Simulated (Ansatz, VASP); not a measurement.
Two plane-wave programs on SiC

POSCAR

```
SiC
1.0
   -1.5387796673     -2.6652445653      0.0000000000
    1.5387796672     -2.6652445654      0.0000000000
    0.0000000000      0.0000000000     10.8267691650
Si C
4 4
Direct
    0.3333333333      0.3333333333      0.0875233754
    0.6666666667      0.6666666667      0.5528870038
    0.0000000000      0.0000000000      0.7856205317
    0.0000000000      0.0000000000      0.3202569033
    0.3333333333      0.3333333333      0.8432426215
    0.6666666667      0.6666666667      0.3778789931
    1.0000000000      0.0000000000      0.6111752644
    1.0000000000      0.0000000000      0.1458116360
```

Contents of INCAR.step1:

```
SYSTEM = SiC
PREC = Accurate ; ENCUT = 520
ISMEAR = 0 ; SIGMA = 0.05
LREAL = .False. ; LASPH = .True.
NELM = 80 ; NBANDS = 26
GGA = PE ; ALGO = Normal
EDIFF = 1E-4 ; LWAVE = .True.
LCHARG = .False.
```

The input INCAR.step2:

```
SYSTEM = SiC
PREC = Accurate ; ENCUT = 520
EDIFF = 1E-6 ; ISMEAR = 0
SIGMA = 0.05 ; LREAL = .False.
LASPH = .True. ; NELM = 80
ALGO = Normal ; ISIF = 2
LWAVE = .False. ; LCHARG = .False.
METAGGA = R2SCAN ; LMIXTAU = .True.
NBANDS = 26 ; ISTART = 1
```

File KPOINTS:

```
regular mesh
0
Gamma
  8 8 3
  0 0 0
```

Input for Ansatz:

```yaml
crystal:
  lattice:
    - [-1.5387796673, -2.6652445653, 0.0]
    - [1.5387796672, -2.6652445654, 0.0]
    - [0.0, 0.0, 10.826769165]
  atoms:
    - { symbol: Si, position: [0.3333333333, 0.3333333333, 0.0875233754] }
    - { symbol: Si, position: [0.6666666667, 0.6666666667, 0.5528870038] }
    - { symbol: Si, position: [0.0, 0.0, 0.7856205317] }
    - { symbol: Si, position: [0.0, 0.0, 0.3202569033] }
    - { symbol: C, position: [0.3333333333, 0.3333333333, 0.8432426215] }
    - { symbol: C, position: [0.6666666667, 0.6666666667, 0.3778789931] }
    - { symbol: C, position: [1.0, 0.0, 0.6111752644] }
    - { symbol: C, position: [1.0, 0.0, 0.145811636] }
basis:
  ecutwfc: 500
kpoints:
  mp_grid: { grid: [8, 8, 3] }
hamiltonian:
  xc: r2scan
scf:
  occupations: { method: gaussian, width: 0.05 }
output:
  forces: true
  stress: true
  eigenvalues: true
```

Alike in both runs: task single point; functional r2SCAN; k mesh 8 × 8 × 3; occupations gaussian, width 0.05 eV; no spin polarisation.

|  | VASP | Ansatz |
| --- | --- | --- |
| version | VASP 6.6.1 | Ansatz 0.2.0 |
| potentials or method | VASP PAW PBE potentials, release 64 (Si, C), cutoff 520 eV | scalar-relativistic, plane waves, PAW |
| valence electrons in the cell | 32 | 32 |

VASP gave:

| Quantity | Value |
| --- | --- |
| gap on the k mesh at the Fermi level (eV) | 1.36 |
| least direct gap on the mesh (eV) | 2.74 |
| pressure (GPa) | -4.9 |
| traceless stress, the component that is largest in VASP (GPa) | -9.61 |
| rms of the force components (eV/Å) | 0.711 |

**Question.** What did Ansatz give for the same quantities?

**Answer.** gap on the k mesh at the Fermi level (eV): 1.34; least direct gap on the mesh (eV): 2.72; pressure (GPa): -4.8; traceless stress, the component that is largest in VASP (GPa): -9.53; rms of the force components (eV/Å): 0.715.

VASP's potentials were made for PBE, not for r2SCAN. Atom by atom the forces differ by 0.006 eV/Å (rms over components).
